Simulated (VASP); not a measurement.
Runs of VASP 6.6.1 on Si4Cl. The structure is that of space group Pm-3m (No. 221), or close to it. The cells are those of the table. 

```csv
task,cell,k mesh,cutoff (eV),gap on the mesh (eV),pressure (GPa),relaxed volume (Å³/atom)
single point,"a = 4.497 Å, 5 atoms",4 × 4 × 4,520,none,7.7,-
relaxation of cell and atoms,"relaxed from a = 4.699 Å, 5 atoms",8 × 8 × 8,600,none,0.0,21.30
single point,"a = 4.699 Å, 5 atoms",4 × 4 × 4,520,none,(b),-
single point,"a = 4.735 Å, 5 atoms",8 × 8 × 8,520,none,(a),-
relaxation of cell and atoms,"relaxed from a = 4.497 Å, 5 atoms",4 × 4 × 4,600,none,0.0,20.82
```

Alike in all rows: level PBE; potentials or basis VASP PAW PBE potentials, release 64 (Si, Cl); no spin polarisation; smearing gaussian 0.1 eV.

Task: Fill in the values left out.

Result: (a) 0.1; (b) 0.2.

Caveats: an odd number of electrons without spin polarisation forces a metal; a magnetic or distorted state may lie lower.

A gap of «none» marks levels without a gap at the run's occupations.
